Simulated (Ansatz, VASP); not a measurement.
## SnSe2: VASP beside Ansatz

```xyz
3
Lattice="3.8110 0.0000 0.0000 -1.9055 3.3004 0.0000 0.0000 0.0000 6.1360" Properties=species:S:1:pos:R:3 pbc="T T T"
Sn    0.0000    0.0000    0.0000
Se    0.0000    2.2003    1.5279
Se    1.9055    1.1001    4.6081
```

Alike in both runs: task single point; functional PBE; dispersion D3(BJ); k mesh 12 × 12 × 6; occupations gaussian, width 0.02 eV; no spin polarisation.

```csv
,VASP,Ansatz
version,VASP 6.6.1,Ansatz 0.2.0
potentials or method,"VASP PAW PBE potentials, release 64 (Sn_d, Se), cutoff 500 eV","scalar-relativistic, plane waves, PAW"
valence electrons in the cell,26,46
```

Ansatz gave:

```
gap on the k mesh at the Fermi level (eV)                     : 0.72
least direct gap on the mesh (eV)                             : 1.10
pressure (GPa)                                                : 3.2
traceless stress, the component that is largest in VASP (GPa) : 1.02
rms of the force components (eV/Å)                            : 0.378
```

Q: What did VASP give for the same quantities?

A: gap on the k mesh at the Fermi level (eV): 0.72; least direct gap on the mesh (eV): 1.09; pressure (GPa): 3.3; traceless stress, the component that is largest in VASP (GPa): 1.02; rms of the force components (eV/Å): 0.386.

Atom by atom the forces differ by 0.008 eV/Å (rms over components). VASP's potentials hold 26 valence electrons a cell and Ansatz's 46, so a difference there can come from the potentials and not from the codes.
